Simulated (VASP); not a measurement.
Here is a VASP 6.6.1 calculation.

File INCAR:

```
SYSTEM = B32N31
PREC = Accurate ; ENCUT = 520
EDIFF = 1E-6 ; ISMEAR = -1
SIGMA = 0.05 ; LREAL = Auto
LASPH = .TRUE. ; NELM = 80
ALGO = Normal ; ISIF = 2
LWAVE = .FALSE. ; LCHARG = .FALSE.
GGA = PS ; IBRION = 2
NSW = 100 ; EDIFFG = -0.03
NELECT = 252.0 ; ISYM = 0
```

KPOINTS

```
Automatic mesh
0
Gamma
  1 1 1
  0.25 0.25 0.25
```

POSCAR

```
B32N31
1.0
    7.2115910000      0.0000000000      0.0000000000
    0.0000000000      7.2115910000      0.0000000000
    0.0000000000      0.0000000000      7.2115910000
B N
32 31
Direct
    0.9947070000      0.9950440000      0.0018210000
    0.0019750000      0.0010510000      0.5017560000
    0.9982220000      0.4983360000      0.0021720000
    0.0007140000      0.4980320000      0.5015240000
    0.4996790000      0.9976070000      0.0015090000
    0.5032740000      0.9998900000      0.4972960000
    0.4992640000      0.5002550000      0.9974750000
    0.5055600000      0.5044740000      0.4967500000
    0.2471440000      0.2527260000      0.9964990000
    0.2459470000      0.2523320000      0.4913950000
    0.2527570000      0.7530540000      0.0024980000
    0.2407650000      0.7496600000      0.5025730000
    0.7469160000      0.2525980000      0.0027380000
    0.7438610000      0.2487990000      0.5007030000
    0.7540060000      0.7474250000      0.9976140000
    0.7473900000      0.7527830000      0.4972180000
    0.2492920000      0.0030900000      0.2492130000
    0.2486530000      0.9964530000      0.7485520000
    0.2514160000      0.4972270000      0.2546960000
    0.2460080000      0.4999530000      0.7508820000
    0.7470100000      0.0006280000      0.2484470000
    0.7501080000      0.0035040000      0.7496630000
    0.7533240000      0.4981540000      0.2482260000
    0.7497360000      0.4980930000      0.7501480000
    0.9981170000      0.2532180000      0.2505270000
    0.0028080000      0.2539200000      0.7503670000
    0.9989940000      0.7517730000      0.2468160000
    0.0016470000      0.7567740000      0.7465390000
    0.5008240000      0.2534090000      0.2486650000
    0.5010100000      0.2467360000      0.7504460000
    0.4986070000      0.7462920000      0.2526000000
    0.5024120000      0.7537450000      0.7513270000
    0.1225820000      0.1247590000      0.1244790000
    0.1277020000      0.1232370000      0.6237770000
    0.1265250000      0.6280800000      0.1218980000
    0.1232350000      0.6246320000      0.6245860000
    0.6265880000      0.1265250000      0.1250730000
    0.6236510000      0.1239730000      0.6255530000
    0.6186470000      0.6247120000      0.1239240000
    0.3725850000      0.3709450000      0.1194260000
    0.3792350000      0.3751080000      0.6230050000
    0.3768270000      0.8743770000      0.1235910000
    0.3738210000      0.8710870000      0.6256450000
    0.8764510000      0.3742370000      0.1257910000
    0.8730730000      0.3722780000      0.6273620000
    0.8723620000      0.8738540000      0.1225270000
    0.8722120000      0.8718180000      0.6236190000
    0.3740000000      0.1190740000      0.3733650000
    0.3809740000      0.1239800000      0.8749190000
    0.3748340000      0.6268830000      0.3688940000
    0.3767620000      0.6264430000      0.8758960000
    0.8724960000      0.1264940000      0.3737000000
    0.8724140000      0.1270180000      0.8732850000
    0.8783200000      0.6260200000      0.3731270000
    0.8740340000      0.6256460000      0.8751530000
    0.1213830000      0.3754380000      0.3714110000
    0.1239390000      0.3740200000      0.8750140000
    0.1254980000      0.8790180000      0.3762190000
    0.1303370000      0.8730430000      0.8750800000
    0.6234620000      0.3784310000      0.3730220000
    0.6295550000      0.3810420000      0.8781660000
    0.6251260000      0.8784970000      0.3746470000
    0.6209690000      0.8759090000      0.8723940000
```

Potentials or basis: VASP PAW PBE potentials, release 64 (B, N).

Run with:

```console
$ cat potpaw_PBE.64/B/POTCAR potpaw_PBE.64/N/POTCAR > POTCAR
$ mpirun -np 1 vasp_std > vasp.out
```

**Question.** Predict the energy gained by relaxing.

**Answer.** 37.0 meV/atom.

Final structure:
```
CELL_PARAMETERS angstrom
7.21159 0.00000 0.00000
0.00000 7.21159 0.00000
0.00000 0.00000 7.21159
ATOMIC_POSITIONS crystal
B 0.99994 0.00063 0.99840
B 0.99596 0.99661 0.50040
B 0.00085 0.50039 0.99859
B 0.99633 0.50136 0.50063
B 0.49971 0.00150 0.99866
B 0.50077 0.99688 0.50058
B 0.49702 0.49776 0.00340
B 0.52630 0.52693 0.47964
B 0.24930 0.24995 0.99844
B 0.25338 0.25401 0.50042
B 0.24844 0.75023 0.99865
B 0.25298 0.74915 0.50062
B 0.74958 0.24915 0.99860
B 0.74849 0.25365 0.50060
B 0.75214 0.75281 0.00340
B 0.72335 0.72388 0.47960
B 0.24923 0.00071 0.25049
B 0.25304 0.99685 0.74872
B 0.24854 0.50035 0.25029
B 0.25311 0.50120 0.74798
B 0.74955 0.00140 0.25023
B 0.74864 0.99676 0.74799
B 0.75251 0.49748 0.24500
B 0.72672 0.52317 0.76755
B 0.00002 0.24986 0.25044
B 0.99621 0.25372 0.74869
B 0.00077 0.75020 0.25023
B 0.99614 0.74937 0.74797
B 0.49969 0.24924 0.25029
B 0.50050 0.25382 0.74798
B 0.49678 0.75311 0.24502
B 0.52230 0.72753 0.76759
N 0.12462 0.12528 0.12444
N 0.12466 0.12529 0.62448
N 0.12466 0.62528 0.12441
N 0.12464 0.62526 0.62434
N 0.62464 0.12537 0.12441
N 0.62458 0.12528 0.62433
N 0.62460 0.62527 0.12425
N 0.37273 0.37340 0.12677
N 0.38244 0.38310 0.62386
N 0.37260 0.87736 0.12191
N 0.38278 0.86713 0.62536
N 0.87668 0.37328 0.12185
N 0.86648 0.38339 0.62534
N 0.87649 0.87718 0.12673
N 0.86681 0.86751 0.62382
N 0.37499 0.12483 0.37598
N 0.37502 0.12571 0.87299
N 0.37347 0.62775 0.36850
N 0.37349 0.62315 0.88007
N 0.87427 0.12573 0.37596
N 0.87423 0.12485 0.87293
N 0.87590 0.62283 0.36844
N 0.87565 0.62746 0.88002
N 0.12419 0.37556 0.37594
N 0.12507 0.37564 0.87296
N 0.12509 0.87497 0.37595
N 0.12417 0.87491 0.87297
N 0.62711 0.37412 0.36846
N 0.62245 0.37422 0.88007
N 0.62223 0.87649 0.36842
N 0.62673 0.87637 0.88009
```

Caveat: the cell carries a net charge on a neutralising background, which shifts energy and pressure.
